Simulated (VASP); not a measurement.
Here is a VASP 6.6.1 calculation.

INCAR

```
PREC     = Accurate       # precision mode
ENCUT    = 520            # plane-wave cutoff, eV
EDIFF    = 1E-7           # SCF threshold, eV
ISMEAR   = 0              # smearing method
SIGMA    = 0.03           # smearing width, eV
LREAL    = F              # projectors in reciprocal space
LASPH    = T              # aspherical terms in the spheres
NELM     = 80             # most SCF steps
ALGO     = Normal         # electronic algorithm
ISIF     = 2              # what is computed and relaxed
LWAVE    = F              # write WAVECAR
LCHARG   = F              # write CHGCAR
GGA      = PE             # functional
NBANDS   = 44             # bands
```

Contents of KPOINTS:

```
Automatic mesh
0
Gamma
  9 9 2
```

The input POSCAR:

```
Ge2Sb2Te5
1.0
    4.4630000000      0.0000000000      0.0000000000
   -2.2315000000      3.8650713771      0.0000000000
    0.0000000000      0.0000000000     18.3880000000
Ge Sb Te
2 2 5
Direct
    0.0000000000      0.0000000000      0.3314713560
    0.0000000000      0.0000000000      0.6685286440
    0.3333333333      0.6666666667      0.1121550832
    0.6666666667      0.3333333333      0.8878449168
    0.0000000000      0.0000000000      0.0000000000
    0.3333333333      0.6666666667      0.7913602895
    0.6666666667      0.3333333333      0.2086397105
    0.3333333333      0.6666666667      0.4097504733
    0.6666666667      0.3333333333      0.5902495267
```

Potentials or basis: VASP PAW PBE potentials, release 64 (Ge_d, Sb, Te).

The run is started by

```sh
$ cat potpaw_PBE.64/Ge_d/POTCAR potpaw_PBE.64/Sb/POTCAR potpaw_PBE.64/Te/POTCAR > POTCAR
$ mpirun -np 1 vasp_std > vasp.out
```

(1) What does it give for the pressure?

(2) What does it give for the largest force?

(3) Estimate the band gap on the k mesh.

Answers

(1) -3.9 GPa.

(2) 0.488 eV/Å.

(3) 0.16 eV.

Caveat: the cell stands under tension; semilocal functionals underestimate gaps, and a narrow one can read as zero; spin-orbit coupling is left out, which moves the levels of the heavy elements; this functional lacks dispersion, which binds layers or chains, so the pressure and a relaxed spacing across them are unreliable.
